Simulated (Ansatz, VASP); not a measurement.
Two plane-wave programs on MgS

```
Mg S
1.0
     0.00000    2.62805    2.58682
     2.62805    0.00000    2.58682
     2.62805    2.62805    0.00000
Mg S
1 1
Direct
  0.00000 0.00000 0.00000
  0.50000 0.50000 0.50000
```

Change from the starting cell: epitaxial_xy strain +1.0%.

Alike in both runs: task single point; functional PBE; k mesh 8 × 8 × 8; occupations fermi-dirac, width 0.02 eV; no spin polarisation.

|  | VASP | Ansatz |
| --- | --- | --- |
| version | VASP 6.6.1 | Ansatz 0.2.0 |
| potentials or method | VASP PAW PBE potentials, release 64 (Mg, S) | plane waves, PAW |
| plane-wave cutoff (eV) | 520 | 420 |
| valence electrons in the cell | 8 | 16 |

VASP gave:

- gap on the k mesh at the Fermi level (eV): 2.67
- pressure (GPa): -0.2
- traceless stress, the component that is largest in VASP (GPa): 1.05

Q: Which values does Ansatz return?

A: gap on the k mesh at the Fermi level (eV): 2.69; pressure (GPa): 0.1; traceless stress, the component that is largest in VASP (GPa): 1.05.

VASP's potentials hold 8 valence electrons a cell and Ansatz's 16, so a difference there can come from the potentials and not from the codes.
